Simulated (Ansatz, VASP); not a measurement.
## Two plane-wave programs on Mg3Sn3N

```
CELL_PARAMETERS angstrom
3.17644 0.00000 0.00000
0.00000 3.17644 0.00000
0.00000 0.00000 14.83160
ATOMIC_POSITIONS crystal
Mg 0.50000 0.50000 0.14057
Mg 0.50000 0.50000 0.85943
Mg 0.00000 0.00000 0.00000
Sn 0.00000 0.00000 0.70672
Sn 0.00000 0.00000 0.29328
Sn 0.50000 0.50000 0.50000
N 0.50000 0.50000 0.00000
```

Alike in both runs: functional PBE; k mesh 5 × 5 × 2; occupations gaussian, width 0.2 eV; no spin polarisation.

Ansatz relaxed the structure, and its values are those at the end. VASP's run is a single point on that final structure, the one shown.

|  | VASP | Ansatz |
| --- | --- | --- |
| version | VASP 6.6.1 | Ansatz 0.2.0 |
| potentials or method | VASP PAW PBE potentials, release 64 (Mg, Sn_d, N), cutoff 520 eV | scalar-relativistic, plane waves, PAW |
| valence electrons in the cell | 53 | 77 |

|  | VASP | Ansatz | Ansatz less VASP |
| --- | --- | --- | --- |
| gap on the k mesh at the Fermi level (eV) | none | none | - |
| pressure (GPa) | 0.0 | 0.1 | +0.14 |
| rms of the force components (eV/Å) | 0.011 | 0.010 | -0.0011 |

A gap of «none» marks a metal or a gap that the smearing closes. With one functional, cell and mesh, what is left measures potentials, basis and numerics. VASP's potentials hold 53 valence electrons a cell and Ansatz's 77, so a difference there can come from the potentials and not from the codes.

The k mesh is coarse, so the values compare programs but aren't converged.
